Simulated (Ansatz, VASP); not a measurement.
## PbS: VASP beside Ansatz

File INCAR:

```
PREC = Accurate
ENCUT = 500
EDIFF = 1E-6
ISMEAR = -1
SIGMA = 0.02
LREAL = F
LASPH = T
NELM = 120
ALGO = Normal
ISIF = 2
LWAVE = F
LCHARG = T
GGA = CA
LELF = T
LVHAR = T
NBANDS = 17
GGA_COMPAT = F
```

File KPOINTS:

```
Automatic mesh
0
Gamma
  6 6 6
```

POSCAR

```
PbS
1.0
    2.1126620000      1.2197460000      3.4519160000
   -2.1126620000      1.2197460000      3.4519160000
    0.0000000000     -2.4394920000      3.4519160000
Pb S
1 1
Direct
    0.9805660000      0.9805660000      0.9805660000
    0.4750360000      0.4750360000      0.4750360000
```

Input for Ansatz:

```yaml
crystal:
  lattice:
    - [2.112662, 1.219746, 3.451916]
    - [-2.112662, 1.219746, 3.451916]
    - [0.0, -2.439492, 3.451916]
  atoms:
    - { symbol: Pb, position: [0.980566, 0.980566, 0.980566] }
    - { symbol: S, position: [0.475036, 0.475036, 0.475036] }
basis:
  ecutwfc: 450.0
kpoints:
  mp_grid:
    grid: [6, 6, 6]
hamiltonian:
  xc: lda
scf:
  max_iter: 70
  occupations:
    method: fermi_dirac
    width: 0.02
output:
  stress: true
```

Alike in both runs: task single point; functional LDA; k mesh 6 × 6 × 6; occupations fermi-dirac, width 0.02 eV; no spin polarisation.

|  | VASP | Ansatz |
| --- | --- | --- |
| version | VASP 6.6.1 | Ansatz 0.2.0 |
| potentials or method | VASP PAW LDA potentials, release 64 (Pb_d, S), cutoff 500 eV | plane waves, PAW |
| valence electrons in the cell | 20 | 20 |

```tsv
	VASP	Ansatz	Ansatz less VASP
pressure (GPa)	-3.7	-3.7	-0.04
```

LDA's correlation is that of Perdew and Zunger in VASP and of Perdew and Wang (1992) in Ansatz.

Neither program's run includes spin-orbit coupling.
